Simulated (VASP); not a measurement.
# Ru (P6_3/mmc) in VASP: a series of runs, part 2 of 3

VASP 6.6.1. Earlier steps stand in the parts before.

### Step 3. Single point, PBEsol (volume 14.387 Å^3 an atom, c/a of the conventional cell 1.6589)

INCAR reads:

```
PREC     = Accurate       # precision mode
ENCUT    = 520            # plane-wave cutoff, eV
EDIFF    = 1E-6           # SCF threshold, eV
ISMEAR   = 0              # smearing method
SIGMA    = 0.15           # smearing width, eV
LREAL    = F              # projectors in reciprocal space
LASPH    = T              # aspherical terms in the spheres
NELM     = 100            # most SCF steps
ALGO     = Fast           # electronic algorithm
ISIF     = 2              # what is computed and relaxed
LWAVE    = F              # write WAVECAR
LCHARG   = F              # write CHGCAR
GGA      = PS             # functional
NBANDS   = 21             # bands
```

KPOINTS reads:

```
regular mesh
0
Gamma
  21 21 12
```

POSCAR reads:

```
Ru
1.0
    2.7157083866      0.0000000000      0.0000000000
   -1.3578541933      2.3518724521      0.0000000000
    0.0000000000      0.0000000000      4.5050886426
Ru
2
Direct
    0.3333333333      0.6666666667      0.2500000000
    0.6666666667      0.3333333333      0.7500000000
```

Potentials or basis: VASP PAW PBE potentials, release 64 (Ru_pv).

Run with:

```sh
cat potpaw_PBE.64/Ru_pv/POTCAR > POTCAR
mpirun -np 1 vasp_std > vasp.out
```

OUTCAR:

```text
PREC = Accurate
   ENCUT = 520
   EDIFF = 1E-6
   ISMEAR = 0
   LREAL = F
   LASPH = T
   NELM = 100
   ISIF = 2
   GGA = PS

 ion  position               nearest neighbor table
   1  0.333  0.667  0.250-   2 2.74   2 2.74   2 2.74   2 2.74   2 2.74   2 2.74
   2  0.667  0.333  0.750-   1 2.74   1 2.74   1 2.74   1 2.74   1 2.74   1 2.74

  LATTYP: Found a hexagonal cell.
 ALAT       =     2.7157083866
 C/A-ratio  =     1.6589000000

  Lattice vectors:

 A1 = (   2.7157083866,   0.0000000000,   0.0000000000)
 A2 = (  -1.3578541933,   2.3518724521,   0.0000000000)
 A3 = (   0.0000000000,   0.0000000000,   4.5050886426)

Analysis of symmetry for initial positions (statically):
=====================================================================
 Subroutine PRICEL returns:
 Original cell was already a primitive cell.

 Routine SETGRP: Setting up the symmetry group for a
 hexagonal supercell.

 Subroutine GETGRP returns: Found 24 space group operations
 (whereof 12 operations were pure point group operations)
 out of a pool of 24 trial point group operations.

The static configuration has the point symmetry D_3d.
 The point group associated with its full space group is D_6h.

Analysis of symmetry for dynamics (positions and initial velocities):
=====================================================================
 Subroutine PRICEL returns:
 Original cell was already a primitive cell.

 Routine SETGRP: Setting up the symmetry group for a
 hexagonal supercell.

 Subroutine GETGRP returns: Found 24 space group operations
 (whereof 12 operations were pure point group operations)
 out of a pool of 24 trial point group operations.

The dynamic configuration has the point symmetry D_3d.
 The point group associated with its full space group is D_6h.

 Subroutine INISYM returns: Found 24 space group operations
 (whereof 12 operations are pure point group operations),
 and found     1 'primitive' translations

----------------------------------------------------------------------------------------

                                     Primitive cell

  volume of cell :      28.7740

  direct lattice vectors                    reciprocal lattice vectors
     2.715708387  0.000000000  0.000000000     0.368228049  0.212596563  0.000000000
    -1.357854193  2.351872452  0.000000000     0.000000000  0.425193126  0.000000000
     0.000000000  0.000000000  4.505088643     0.000000000  0.000000000  0.221971215

  length of vectors
     2.715708387  2.715708387  4.505088643     0.425193126  0.425193126  0.221971215

  position of ions in fractional coordinates (direct lattice)
     0.333333333  0.666666667  0.250000000
     0.666666667  0.333333333  0.750000000

  ion indices of the primitive-cell ions
   primitive index   ion index
                 1           1
                 2           2

----------------------------------------------------------------------------------------

 KPOINTS: regular mesh

Automatic generation of k-mesh.
 Grid dimensions read from file:
 generate k-points for:   21   21   12

 Generating k-lattice:

  Cartesian coordinates                     Fractional coordinates (reciprocal lattice)
     0.017534669  0.010123646  0.000000000     0.047619048 -0.000000000  0.000000000
     0.000000000  0.020247292  0.000000000     0.000000000  0.047619048  0.000000000
     0.000000000  0.000000000  0.018497601     0.000000000  0.000000000  0.083333333

  Length of vectors
     0.020247292  0.020247292  0.018497601

  Shift w.r.t. Gamma in fractional coordinates (k-lattice)
     0.000000000  0.000000000  0.000000000

 Subroutine IBZKPT returns following result:
 ===========================================

 Found    336 irreducible k-points:

 Following reciprocal coordinates:
            Coordinates               Weight
  0.000000  0.000000  0.000000      1.000000
  0.047619  0.000000  0.000000      6.000000
  0.095238  0.000000  0.000000      6.000000
  0.142857  0.000000  0.000000      6.000000
  0.190476  0.000000  0.000000      6.000000
  0.238095  0.000000  0.000000      6.000000
[... 16 lines left out ...]
  0.142857  0.095238  0.000000     12.000000
  0.190476  0.095238  0.000000     12.000000
 [... further k-points ...]
   k-points           NKPTS =    336   k-points in BZ     NKDIM =    336   number of bands    NBANDS=     21
   number of dos      NEDOS =    301   number of ions     NIONS =      2
   total plane-waves  NPLWV =  14400
   dimension x,y,z NGX =    20 NGY =   20 NGZ =   36
   dimension x,y,z NGXF=    40 NGYF=   40 NGZF=   72
   ions per type =               2
   NGX,Y,Z   is equivalent  to a cutoff of  12.24, 12.24, 13.28 a.u.
   NGXF,Y,Z  is equivalent  to a cutoff of  24.49, 24.49, 26.57 a.u.
 SYSTEM =  unknown system
   PREC   = accura    normal or accurate (medium, high low for compatibility)
   ISTART =      0    job   : 0-new  1-cont  2-samecut
   ICHARG =      2    charge: 1-file 2-atom 10-const
   ISPIN  =      1    spin polarized calculation?
   LNONCOLLINEAR =      F non collinear calculations
   LSORBIT =      F    spin-orbit coupling
   LASPH  =      T    aspherical Exc in radial PAW
   ENCUT  =  520.0 eV  38.22 Ry    6.18 a.u.   5.05  5.05  8.38*2*pi/ulx,y,z
   NELM   =    100;   NELMIN=  2; NELMDL= -5     # of ELM steps
   EDIFF  = 0.1E-05   stopping-criterion for ELM
   LREAL  =      F    real-space projection
   EDIFFG = 0.1E-04   stopping-criterion for IOM
   NSW    =      0    number of steps for IOM
   IBRION =     -1    ionic relax: 0-MD 1-quasi-New 2-CG
   NFREE  =      0    steps in history (QN), initial steepest desc. (CG)
   ISIF   =      2    stress and relaxation
   ISYM   =      2    0-nonsym 1-usesym 2-fastsym
   POTIM  = 0.5000    time-step for ionic-motion
   TEBEG  =    0.0;   TEEND  =   0.0 temperature during run
   PSTRESS=    0.0 pullay stress
   NELECT =      28.0000    total number of electrons
   NUPDOWN=      -1.0000    fix difference up-down
   EMIN   =  10.00;   EMAX   =-10.00  energy-range for DOS
   EFERMI =   0.00;   METHOD = LEGACY
   ISMEAR =     0;   SIGMA  =   0.15  broadening in eV -4-tet -1-fermi 0-gaus
   EFERMI_NEDOS =   21; number of points for ismear=-14 and -15
   IALGO  =     68    algorithm
   IMIX   =      4    mixing-type and parameters
     AMIX     =   0.40;   BMIX     =  1.00
     AMIX_MAG =   1.60;   BMIX_MAG =  1.00
  volume/ion in A,a.u.               =      14.39        97.09
  Fermi-wavevector in a.u.,A,eV,Ry     =   1.622286  3.065676 35.807976  2.631812
  Thomas-Fermi vector in A             =   2.715924
   LORBIT       =      0    0 simple, 1 ext, 2 COOP (PROOUT), +10 PAW based schemes
   GGA     = PS    functional components
   LHFCALC =     F    Hartree Fock is set to
   AEXX    =    0.0000 exact exchange contribution
   IVDW    =     0    specifies the selected vdW correction
   LEPSILON=     F    determine dielectric tensor
   LRPA    =     F    only Hartree local field effects (RPA)
 non-spin polarized calculation
 RMM-DIIS sequential band-by-band and
 Gauss-broadening in eV      SIGMA  =   0.15
  energy-cutoff  :      520.00
  volume of cell :       28.77
 maximum number of plane-waves:       795
   NGX = 11   NGY = 11   NGZ = 17

 number of electron      28.0000005 magnetization

 Free energy of the ion-electron system (eV)
  ---------------------------------------------------
  ext. energy  EPLUGINS =         0.00000000
  ---------------------------------------------------
  free energy    TOTEN  =       -20.12873401 eV

  energy without entropy =      -20.10887969  energy(sigma->0) =      -20.11880685

 E-fermi :  11.6715     XC(G=0): -13.9251

 val. band max:       11.6649277020   @ k =   0.1429   0.1429   0.2500
 cond. band min:      11.6785268038   @ k =   0.2857   0.2857   0.2500
 fundamental gap:      0.0135991018
 Fermi energy:        11.6715210219

 k-point     1 :       0.0000    0.0000    0.0000
  band No.  band energies     occupation
      1     -31.6638      2.00000
      2     -30.8947      2.00000
      3     -30.8947      2.00000
      4     -30.8146      2.00000
      5     -30.7847      2.00000
      6     -30.7847      2.00000
[... 13 lines left out ...]
     20      22.0270      0.00000
     21      22.0340      0.00000
[... 529 lines left out ...]
 k-point    24 :       0.1905    0.0952    0.0000
  band No.  band energies     occupation
      1     -31.5045      2.00000
      2     -31.2329      2.00000
      3     -31.1644      2.00000
      4     -30.9943      2.00000
      5     -30.8768      2.00000
      6     -30.8715      2.00000
[... 13 lines left out ...]
     20      22.0267      0.00000
     21      22.0313      0.00000

 [... further k-points ...]

------------------------ aborting loop because EDIFF is reached ----------------------------------------

  FORCE on cell =-STRESS in cart. coord.  units (eV):
  Direction    XX          YY          ZZ          XY          YZ          ZX
  --------------------------------------------------------------------------------------
  -------------------------------------------------------------------------------------
  Total       -2.7624970     -2.7624970     -6.3283760      0.0000000     -0.0000000      0.0000000
  in kB     -153.8197676   -153.8197676   -352.3729964      0.0000000     -0.0000000      0.0000000
  external PRESSURE =    -220.0041772 kB  Pullay stress =       0.0000000 kB

 VOLUME and BASIS-vectors are now :
 -----------------------------------------------------------------------------
  energy-cutoff  :      520.00
  volume of cell :       28.77
      direct lattice vectors                 reciprocal lattice vectors
     2.715708387  0.000000000  0.000000000     0.368228049  0.212596563  0.000000000
    -1.357854193  2.351872452  0.000000000     0.000000000  0.425193126  0.000000000
     0.000000000  0.000000000  4.505088643     0.000000000  0.000000000  0.221971215

 POSITION                                       TOTAL-FORCE (eV/Angst)
 -----------------------------------------------------------------------------------
     -0.00000      1.56791      1.12627        -0.000000      0.000000      0.000000
      1.35785      0.78396      3.37882         0.000000     -0.000000      0.000000
 -----------------------------------------------------------------------------------
    total drift:                               -0.000000      0.000000     -0.000000

  FREE ENERGIE OF THE ION-ELECTRON SYSTEM (eV)
  ---------------------------------------------------
  free  energy   TOTEN  =       -20.1287340126 eV

  energy  without entropy=      -20.1088796915  energy(sigma->0) =      -20.11880685
```

It took 83 s on 1 thread of Intel Xeon Platinum 8559C (Emerald Rapids), shared host; peak memory 0.26 GiB.

What came out:

- Free energy: -20.1287 eV
- Pressure: -22.0 GPa
- Band gap on the k mesh: zero (band 14 reaches 13.21 eV, above the bottom of band 15 at 10.30 eV)

Stress tensor (GPa, compression positive):
```
-15.38   0.00   0.00
  0.00 -15.38   0.00
  0.00   0.00 -35.24
```

Levels at points of the mesh, in eV from the Fermi level:
| k point | band 12 | band 13 | band 14 | band 15 | band 16 | band 17 |
| --- | --- | --- | --- | --- | --- | --- |
| (0.00, 0.00, 0.00) | -1.82 | -1.82 | -0.95 | -0.95 | 0.69 | 1.10 |
| (0.00, 0.00, 0.50) | -2.41 | -2.41 | -2.41 | 0.49 | 0.49 | 0.49 |

Caveat: the PAW data sets were made with another functional, which shifts forces and pressure a little.

(Continued in part 3 of 3.)
